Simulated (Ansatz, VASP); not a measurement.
## Zr3S2: VASP beside Ansatz

```
Zr S
1.0
     4.97774    0.00000    0.00000
    -2.48887    4.31085    0.00000
     0.00000    0.00000    4.86813
Zr S
3 2
Direct
  0.33333 0.66667 0.50000
  0.66667 0.33333 0.50000
  0.00000 0.00000 0.00000
  0.33333 0.66667 0.00000
  0.66667 0.33333 0.00000
```

Alike in both runs: functional PBE; k mesh 6 × 6 × 4; occupations gaussian, width 0.1 eV; no spin polarisation.

Ansatz relaxed the structure, and its values are those at the end. VASP's run is a single point on that final structure, the one shown.

|  | VASP | Ansatz |
| --- | --- | --- |
| version | VASP 6.6.1 | Ansatz 0.2.0 |
| potentials or method | VASP PAW PBE potentials, release 64 (Zr_sv, S), cutoff 520 eV | scalar-relativistic, plane waves, PAW |
| valence electrons in the cell | 48 | 48 |

```csv
,VASP,Ansatz,Ansatz less VASP
gap on the k mesh at the Fermi level (eV),none,none,-
pressure (GPa),0.2,0.2,-0.01
```

A gap of «none» marks a metal or a gap that the smearing closes.
